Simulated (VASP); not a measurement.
Runs of VASP 6.6.1 on Si. The structure is that of space group Fm-3m (No. 225), or close to it. The cells are those of the table. 

| task | cell | cutoff (eV) | gap on the mesh (eV) | pressure (GPa) |
| --- | --- | --- | --- | --- |
| relaxation of cell and atoms | relaxed to 10 GPa from a = 2.362 Å, angles 60.0°, 1 atom | 600 | none | 10.1 |
| single point | a = 2.734 Å, angles 60.0°, 1 atom | 520 | none | -0.1 |
| single point | a = 2.645 Å, angles 60.0°, 1 atom | 520 | none | 9.9 |
| relaxation of cell and atoms | relaxed from a = 2.362 Å, angles 60.0°, 1 atom | 600 | none | 0.0 |
| single point | a = 2.587 Å, angles 60.0°, 1 atom | 520 | none | (a) |
| relaxation of cell and atoms | relaxed to 5 GPa from a = 2.362 Å, angles 60.0°, 1 atom | 600 | none | 5.1 |
| single point | a = 2.684 Å, angles 60.0°, 1 atom | 520 | none | 5.0 |
| relaxation of cell and atoms | relaxed to 20 GPa from a = 2.362 Å, angles 60.0°, 1 atom | 600 | none | 20.0 |

Alike in all rows: level PBE; potentials or basis VASP PAW PBE potentials, release 64 (Si); no spin polarisation; k mesh 15 × 15 × 15; smearing methfessel-paxton 0.1 eV.

Problem. Estimate the missing entries.

Solution. (a) 19.9.

Caveats: the cell is relaxed towards a set pressure, so the enthalpy falls and the energy may rise (some runs).

A gap of «none» marks levels without a gap at the run's occupations.
